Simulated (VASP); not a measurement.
# Ni (Fd-3m) in VASP: further runs

The runs below take Ni through single point, with PBE.

Program: VASP 6.6.1. These are calculated values, not measurements. Logs are shortened: lines on timing, memory, paths and dates and some standing lists are left out, and cuts for length are marked.

### Step 1. The cell of the first run

It takes space group Fd-3m (No. 227, cubic). The conventional cell has a = 5.233 Å, b = 5.233 Å, c = 5.233 Å, α = 90.00°, β = 90.00°, γ = 90.00°. Within 3.0 Å of Ni (site symmetry -43m) lie 4 Ni at 2.27 Å.

This isn't the form of Ni at room conditions, which is fcc.

### Step 2. Single point, PBE, collinear spin, ferromagnetic start (17.91 Å³/atom)

INCAR

```
PREC = Accurate ; ENCUT = 520
EDIFF = 1E-6 ; ISMEAR = -1
SIGMA = 0.05 ; LREAL = False
LASPH = True ; NELM = 150
ALGO = Normal ; ISIF = 2
LWAVE = False ; LCHARG = False
ISPIN = 2 ; MAGMOM = -0.839 -0.839
LORBIT = 11 ; LMAXMIX = 4
GGA = PE ; NBANDS = 21
```

KPOINTS

```
regular mesh
0
Gamma
  17 17 17
```

POSCAR

```
Ni
1.0
    0.0000000000      2.6163876565      2.6163876565
    2.6163876565      0.0000000000      2.6163876565
    2.6163876565      2.6163876565      0.0000000000
Ni
2
Direct
    0.1250000000      0.1250000000      0.1250000000
    0.8750000000      0.8750000000      0.8750000000
```

Potentials or basis: VASP PAW PBE potentials, release 64 (Ni).

Started as:

```bash
$ cat potpaw_PBE.64/Ni/POTCAR > POTCAR
$ mpirun -np 1 vasp_std > vasp.out
```

OUTCAR:

```text
PREC = Accurate
   ENCUT = 520
   EDIFF = 1E-6
   ISMEAR = -1
   LREAL = False
   LASPH = True
   NELM = 150
   ISIF = 2
   ISPIN = 2
   LORBIT = 11
   GGA = PE

 ion  position               nearest neighbor table
   1  0.125  0.125  0.125-   2 2.27   2 2.27   2 2.27   2 2.27
   2  0.875  0.875  0.875-   1 2.27   1 2.27   1 2.27   1 2.27

  LATTYP: Found a face centered cubic cell.
 ALAT       =     5.2327753130

  Lattice vectors:

 A1 = (   0.0000000000,   2.6163876565,   2.6163876565)
 A2 = (   2.6163876565,   0.0000000000,   2.6163876565)
 A3 = (   2.6163876565,   2.6163876565,   0.0000000000)

Analysis of symmetry for initial positions (statically):
=====================================================================
 Subroutine PRICEL returns:
 Original cell was already a primitive cell.

 Routine SETGRP: Setting up the symmetry group for a
 face centered cubic supercell.

 Subroutine GETGRP returns: Found 48 space group operations
 (whereof 12 operations were pure point group operations)
 out of a pool of 48 trial point group operations.

The static configuration has the point symmetry D_3d.
 The point group associated with its full space group is O_h .

Analysis of symmetry for dynamics (positions and initial velocities):
=====================================================================
 Subroutine PRICEL returns:
 Original cell was already a primitive cell.

 Routine SETGRP: Setting up the symmetry group for a
 face centered cubic supercell.

 Subroutine GETGRP returns: Found 48 space group operations
 (whereof 12 operations were pure point group operations)
 out of a pool of 48 trial point group operations.

The dynamic configuration has the point symmetry D_3d.
 The point group associated with its full space group is O_h .

Analysis of structural, dynamic, and magnetic symmetry:
=====================================================================
 Subroutine PRICEL returns:
 Original cell was already a primitive cell.

 Routine SETGRP: Setting up the symmetry group for a
 face centered cubic supercell.

 Subroutine GETGRP returns: Found 48 space group operations
 (whereof 12 operations were pure point group operations)
 out of a pool of 48 trial point group operations.

The overall configuration has the point symmetry D_3d.
 The point group associated with its full space group is O_h .

 Subroutine INISYM returns: Found 48 space group operations
 (whereof 12 operations are pure point group operations),
[... 109 lines left out ...]
   EMIN   =  10.00;   EMAX   =-10.00  energy-range for DOS
   EFERMI =   0.00;   METHOD = LEGACY
   ISMEAR =    -1;   SIGMA  =   0.05  broadening in eV -4-tet -1-fermi 0-gaus
   EFERMI_NEDOS =   21; number of points for ismear=-14 and -15
   IALGO  =     38    algorithm
   IMIX   =      4    mixing-type and parameters
     AMIX     =   0.40;   BMIX     =  1.00
     AMIX_MAG =   1.60;   BMIX_MAG =  1.00
  volume/ion in A,a.u.               =      17.91       120.87
  Fermi-wavevector in a.u.,A,eV,Ry     =   1.348050  2.547446 24.725043  1.817239
  Thomas-Fermi vector in A             =   2.475751
   LORBIT       =     11    0 simple, 1 ext, 2 COOP (PROOUT), +10 PAW based schemes
   GGA     = PE    functional components
   LHFCALC =     F    Hartree Fock is set to
   AEXX    =    0.0000 exact exchange contribution
   IVDW    =     0    specifies the selected vdW correction
   LEPSILON=     F    determine dielectric tensor
   LRPA    =     F    only Hartree local field effects (RPA)
 spin polarized calculation
  energy-cutoff  :      520.00
  volume of cell :       35.82
 maximum number of plane-waves:       978
   NGX = 13   NGY = 13   NGZ = 13

 number of electron      20.0000010 magnetization      -1.5946945

 Free energy of the ion-electron system (eV)
  ---------------------------------------------------
  ext. energy  EPLUGINS =         0.00000000
  ---------------------------------------------------
  free energy    TOTEN  =        -8.51502444 eV

  energy without entropy =       -8.48152174  energy(sigma->0) =       -8.49827309

 E-fermi :   3.9688     XC(G=0): -10.2734

 val. band max:        3.9678022972   @ k =   0.2353   0.1176   0.0588
 cond. band min:       3.9689301971   @ k =  -0.4706   0.2941   0.0588
 fundamental gap:      0.0011279000
 Fermi energy:         3.9687794625

 spin component 1

 k-point     1 :       0.0000    0.0000    0.0000
  band No.  band energies     occupation
      1      -2.1894      1.00000
      2       1.7887      1.00000
      3       1.7887      1.00000
      4       1.8203      1.00000
      5       1.8203      1.00000
      6       1.8203      1.00000
[... 565 lines left out ...]
     20      20.0002      0.00000
     21      20.4614      0.00000

 [... further k-points ...]

 spin component 2

 k-point     1 :       0.0000    0.0000    0.0000
  band No.  band energies     occupation
      1      -2.1890      1.00000
      2       1.0575      1.00000
      3       1.0575      1.00000
      4       1.0575      1.00000
      5       1.0620      1.00000
      6       1.0620      1.00000
[... 565 lines left out ...]
     20      19.9431      0.00000
     21      20.4568      0.00000

 [... further k-points ...]
[... 5 lines left out ...]
  --------------------------------------------------------------------------------------
  -------------------------------------------------------------------------------------
  Total       -1.2040216     -1.2040216     -1.2040216      0.0000000      0.0000000      0.0000000
  in kB      -53.8528370    -53.8528370    -53.8528370      0.0000000      0.0000000      0.0000000
  external PRESSURE =     -53.8528370 kB  Pullay stress =       0.0000000 kB

 VOLUME and BASIS-vectors are now :
 -----------------------------------------------------------------------------
  energy-cutoff  :      520.00
  volume of cell :       35.82
      direct lattice vectors                 reciprocal lattice vectors
     0.000000000  2.616387657  2.616387657    -0.191103180  0.191103180  0.191103180
     2.616387657  0.000000000  2.616387657     0.191103180 -0.191103180  0.191103180
     2.616387657  2.616387657  0.000000000     0.191103180  0.191103180 -0.191103180

 POSITION                                       TOTAL-FORCE (eV/Angst)
 -----------------------------------------------------------------------------------
      0.65410      0.65410      0.65410        -0.000000     -0.000000     -0.000000
      4.57868      4.57868      4.57868         0.000000      0.000000      0.000000
 -----------------------------------------------------------------------------------
    total drift:                                0.000000      0.000000      0.000000

  FREE ENERGIE OF THE ION-ELECTRON SYSTEM (eV)
  ---------------------------------------------------
  free  energy   TOTEN  =        -8.5150244449 eV

  energy  without entropy=       -8.4815217426  energy(sigma->0) =       -8.49827309

 total charge

# of ion       s       p       d       tot
------------------------------------------
    1        0.517   0.300   8.310   9.126
    2        0.517   0.300   8.310   9.126
--------------------------------------------------
tot          1.033   0.599  16.620  18.252

 magnetization (x)

# of ion       s       p       d       tot
------------------------------------------
    1        0.013   0.016  -0.839  -0.810
    2        0.013   0.016  -0.839  -0.810
--------------------------------------------------
tot          0.026   0.033  -1.678  -1.619
```

Run time: 4.3 min. Hardware: 1 thread of Oxide Virtual Turin-like, shared host; peak memory 0.26 GiB.

What came out:

| Item | Value |
| --- | --- |
| Free energy | -8.5150 eV |
| Pressure | -5.4 GPa |
| Net moment | -1.59 μB per cell |
| Site moments | Ni -0.81 μB |
| Valence electrons inside the program's atomic spheres | Ni 9.13 |

Caveat: the cell stands under tension.

### Step 3. Single point, PBE, collinear spin, ferromagnetic start (18.57 Å³/atom)

This run uses another cell than the first one, of 18.57 Å³/atom.

INCAR is that of step 2.

KPOINTS is that of step 2.

POSCAR

```
Ni
1.0
    0.0000000000      2.6482979679      2.6482979679
    2.6482979679      0.0000000000      2.6482979679
    2.6482979679      2.6482979679      0.0000000000
Ni
2
Direct
    0.1250000000      0.1250000000      0.1250000000
    0.8750000000      0.8750000000      0.8750000000
```

Potentials or basis: VASP PAW PBE potentials, release 64 (Ni).

Started as:

```bash
$ cat potpaw_PBE.64/Ni/POTCAR > POTCAR
$ mpirun -np 1 vasp_std > vasp.out
```

OUTCAR:

```text
PREC = Accurate
   ENCUT = 520
   EDIFF = 1E-6
   ISMEAR = -1
   LREAL = False
   LASPH = True
   NELM = 150
   ISIF = 2
   ISPIN = 2
   LORBIT = 11
   GGA = PE

 ion  position               nearest neighbor table
   1  0.125  0.125  0.125-   2 2.29   2 2.29   2 2.29   2 2.29
   2  0.875  0.875  0.875-   1 2.29   1 2.29   1 2.29   1 2.29

  LATTYP: Found a face centered cubic cell.
 ALAT       =     5.2965959358

  Lattice vectors:

 A1 = (   0.0000000000,   2.6482979679,   2.6482979679)
 A2 = (   2.6482979679,   0.0000000000,   2.6482979679)
 A3 = (   2.6482979679,   2.6482979679,   0.0000000000)

Analysis of symmetry for initial positions (statically):
=====================================================================
 Subroutine PRICEL returns:
 Original cell was already a primitive cell.

 Routine SETGRP: Setting up the symmetry group for a
 face centered cubic supercell.

 Subroutine GETGRP returns: Found 48 space group operations
[... 775 lines left out ...]
      4       0.8395      1.00000
      5       0.8581      1.00000
      6       0.8581      1.00000
[... 565 lines left out ...]
     20      19.2579      0.00000
     21      19.8464      0.00000

 [... further k-points ...]

------------------------ aborting loop because EDIFF is reached ----------------------------------------

  FORCE on cell =-STRESS in cart. coord.  units (eV):
  Direction    XX          YY          ZZ          XY          YZ          ZX
  --------------------------------------------------------------------------------------
  -------------------------------------------------------------------------------------
  Total       -1.7798342     -1.7798342     -1.7798342     -0.0000000      0.0000000      0.0000000
  in kB      -76.7643514    -76.7643514    -76.7643514     -0.0000000      0.0000000      0.0000000
  external PRESSURE =     -76.7643514 kB  Pullay stress =       0.0000000 kB

 VOLUME and BASIS-vectors are now :
 -----------------------------------------------------------------------------
  energy-cutoff  :      520.00
  volume of cell :       37.15
      direct lattice vectors                 reciprocal lattice vectors
     0.000000000  2.648297968  2.648297968    -0.188800507  0.188800507  0.188800507
     2.648297968  0.000000000  2.648297968     0.188800507 -0.188800507  0.188800507
     2.648297968  2.648297968  0.000000000     0.188800507  0.188800507 -0.188800507

 POSITION                                       TOTAL-FORCE (eV/Angst)
 -----------------------------------------------------------------------------------
      0.66207      0.66207      0.66207        -0.000000     -0.000000      0.000000
      4.63452      4.63452      4.63452         0.000000      0.000000     -0.000000
 -----------------------------------------------------------------------------------
    total drift:                                0.000000      0.000000      0.000000

  FREE ENERGIE OF THE ION-ELECTRON SYSTEM (eV)
  ---------------------------------------------------
  free  energy   TOTEN  =        -8.4592678235 eV

  energy  without entropy=       -8.4238088992  energy(sigma->0) =       -8.44153836

 total charge

# of ion       s       p       d       tot
------------------------------------------
    1        0.506   0.281   8.301   9.089
    2        0.506   0.281   8.301   9.089
--------------------------------------------------
tot          1.013   0.563  16.602  18.177

 magnetization (x)

# of ion       s       p       d       tot
------------------------------------------
    1        0.013   0.017  -0.847  -0.818
    2        0.013   0.017  -0.847  -0.818
--------------------------------------------------
tot          0.025   0.033  -1.693  -1.635
```

OSZICAR:

```text
N       E                     dE             d eps       ncg     rms          rms(c)
DAV:   1     0.101536955466E+03    0.10154E+03   -0.86675E+03 13996   0.114E+03
DAV:   2    -0.421400011494E+01   -0.10575E+03   -0.96982E+02 14015   0.216E+02
DAV:   3    -0.975216826395E+01   -0.55382E+01   -0.53261E+01 16159   0.599E+01
DAV:   4    -0.982287623867E+01   -0.70708E-01   -0.70666E-01 15380   0.660E+00
DAV:   5    -0.982474988895E+01   -0.18737E-02   -0.18736E-02 16090   0.103E+00    0.115E+01
DAV:   6    -0.993983102664E+01   -0.11508E+00   -0.12477E+01 15968   0.578E+01    0.133E+01
DAV:   7    -0.846217900805E+01    0.14777E+01   -0.47852E+00 16071   0.294E+01    0.210E+00
DAV:   8    -0.846560190239E+01   -0.34229E-02   -0.38141E-02 15287   0.158E+00    0.119E+00
DAV:   9    -0.846020112145E+01    0.54008E-02   -0.44549E-03 18513   0.802E-01    0.416E-01
DAV:  10    -0.845921863327E+01    0.98249E-03   -0.13476E-03 19181   0.458E-01    0.109E-01
DAV:  11    -0.845927154028E+01   -0.52907E-04   -0.21480E-04 17621   0.136E-01    0.581E-02
DAV:  12    -0.845927401056E+01   -0.24703E-05   -0.10589E-05 15016   0.285E-02    0.311E-02
DAV:  13    -0.845926893108E+01    0.50795E-05   -0.32915E-06 15881   0.212E-02    0.102E-02
DAV:  14    -0.845926789582E+01    0.10353E-05   -0.65558E-07  7920   0.856E-03    0.135E-03
DAV:  15    -0.845926782350E+01    0.72319E-07   -0.12870E-07  7550   0.321E-03
   1 F= -.84592678E+01 E0= -.84415384E+01  d E =-.354589E-01  mag=    -1.6055
```

Wall time 5.5 min (1 thread of Oxide Virtual Turin-like, shared host); peak memory 0.26 GiB.

Results:

| Item | Value |
| --- | --- |
| Free energy | -8.4593 eV |
| Pressure | -7.7 GPa |
| Net moment | -1.61 μB per cell |
| Site moments | Ni -0.82 μB |
| Valence electrons inside the program's atomic spheres | Ni 9.09 |

Levels at points of the mesh, in eV from the Fermi level:
Spin up:
```csv
k point,band 5,band 6,band 7,band 8,band 9,band 10,band 11,band 12,band 13,band 14
"(0.00, 0.00, 0.00)",-2.05,-2.05,-0.74,-0.74,-0.74,0.08,0.08,10.77,10.77,10.77
```
Spin down:
| k point | band 9 | band 10 | band 11 | band 12 | band 13 | band 14 |
| --- | --- | --- | --- | --- | --- | --- |
| (0.00, 0.00, 0.00) | -1.60 | -0.80 | -0.80 | 10.62 | 10.62 | 10.62 |

Caveat: the cell stands under tension.
